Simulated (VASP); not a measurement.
Set up this calculation in VASP 6.6.1, as the native input.

- Task: electric field gradients
- Functional: PBE
- Potentials or basis: VASP PAW PBE potentials, release 64 (C)
- Cutoff: 520 eV
- k mesh: 20 × 20 × 20
- Occupations: fermi-dirac, width 0.08 eV
- Spin: no spin polarisation
- Dipole correction: no
- Further INCAR settings: ALGO = Normal; EDIFF = 1e-08; NBANDS = 11

The structure of C lies in POSCAR:

```
C
1.0
    0.0000000000      1.7298980000      1.7834000000
    1.7298980000      0.0000000000      1.7834000000
    1.7298980000      1.7298980000      0.0000000000
C
2
Direct
    0.5000000000      0.5000000000      0.5000000000
    0.7500000000      0.7500000000      0.7500000000
```

This cell differs from its parent crystal: equal xx and yy strain of -3 %.

These files were run (other wordings do the same):

INCAR

```
SYSTEM = C
PREC = Accurate ; ENCUT = 520
EDIFF = 1E-8 ; ISMEAR = -1
SIGMA = 0.08 ; LREAL = .FALSE.
LASPH = .TRUE. ; NELM = 60
ALGO = Normal ; ISIF = 2
LWAVE = .FALSE. ; LCHARG = .FALSE.
GGA = PE ; LEFG = .TRUE.
NBANDS = 11
```

KPOINTS

```
Automatic mesh
0
G
  20 20 20
  0 0 0
```

Potentials or basis: VASP PAW PBE potentials, release 64 (C).

The run is started by

```sh
$ cat potpaw_PBE.64/C/POTCAR > POTCAR
$ mpirun -np 1 vasp_std > vasp.out
```

It gave:

```yaml
Pressure: 32.6 GPa
Band_gap_on_the_k_mesh: 3.87 eV, indirect (least direct gap 5.47 eV)
```

Caveat: the cell differs from its parent crystal (equal xx and yy strain of -3 %); without QUAD_EFG the Cq values of the log hold for a quadrupole moment of 1 mb, not for the nuclei.

Run time: 24 s on 1 thread of Intel(R) Xeon(R) 6975P-C (Granite Rapids), on a shared host, peak memory 0.16 GiB.
